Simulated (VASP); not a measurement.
Write the native input for VASP 6.6.1 that does the following.

| Property | Result |
| --- | --- |
| Task | single point |
| Functional | PBE |
| Potentials or basis | VASP PAW PBE potentials, release 64 (Ga_d, B, As) |
| Cutoff | 520 eV |
| k mesh | 6 × 6 × 6 |
| Occupations | gaussian, width 0.2 eV |
| Spin | no spin polarisation |
| Dipole correction | no |
| Further INCAR settings | ALGO = Normal; EDIFF = 1e-06; NBANDS = 31 |

The structure of Ga2BAs3 lies in POSCAR:

```
Ga2BAs3
1.0
   -1.9019704148      1.9019704148      8.3170795139
    1.9019704148     -1.9019704148      8.3170795139
    1.9019704148      1.9019704148     -8.3170795139
Ga B As
2 1 3
Direct
    0.6597002417      0.6597002417      0.0000000000
    0.3402997583      0.3402997583      0.0000000000
    0.0000000000      0.0000000000      0.0000000000
    0.7500000000      0.2500000000      0.5000000000
    0.4320840513      0.9320840513      0.5000000000
    0.0679159487      0.5679159487      0.5000000000
```

These files were run (other wordings do the same):

INCAR

```
SYSTEM = Ga2BAs3
PREC = Accurate ; ENCUT = 520
EDIFF = 1E-6 ; ISMEAR = 0
SIGMA = 0.2 ; LREAL = .False.
LASPH = .True. ; NELM = 80
ALGO = Normal ; ISIF = 2
LWAVE = .False. ; LCHARG = .False.
GGA = PE ; NBANDS = 31
```

KPOINTS

```
regular mesh
0
Gamma
  6 6 6
  0 0 0
```

Potentials or basis: VASP PAW PBE potentials, release 64 (Ga_d, B, As).

Command:

```sh
$ cat potpaw_PBE.64/Ga_d/POTCAR potpaw_PBE.64/B/POTCAR potpaw_PBE.64/As/POTCAR > POTCAR
$ mpirun -np 1 vasp_std > vasp.out
```

It gave:

```json
{
 "Pressure": "0.5 GPa",
 "Largest force": "0.026 eV/Å",
 "Band gap on the k mesh": "0.47 eV"
}
```

Caveat: semilocal functionals underestimate gaps, and a narrow one can read as zero.

It took 9 min on 1 thread of Intel(R) Xeon(R) Platinum 8375C CPU @ 2.90GHz (Ice Lake), on a shared host, peak memory 0.7 GiB.
